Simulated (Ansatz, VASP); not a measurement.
**BN: VASP beside Ansatz**

```
B N
1.0
     0.00000    1.85447    1.85447
     1.85447    0.00000    1.85447
     1.85447    1.85447    0.00000
B N
1 1
Cartesian
  0.0000 0.0000 0.0000
  0.9272 0.9272 0.9272
```

Alike in both runs: task single point; functional PBE; k mesh 10 × 10 × 10; no spin polarisation.

```csv
,VASP,Ansatz
version,VASP 6.6.1,Ansatz 0.2.0
potentials or method,"VASP PAW PBE potentials, release 64 (B, N), cutoff 520 eV","plane waves, PAW"
occupations,"gaussian, width 0.01 eV",fixed
valence electrons in the cell,8,8
```

```tsv
	VASP	Ansatz	Ansatz less VASP
pressure (GPa)	-22.5	-22.5	-0.04
```
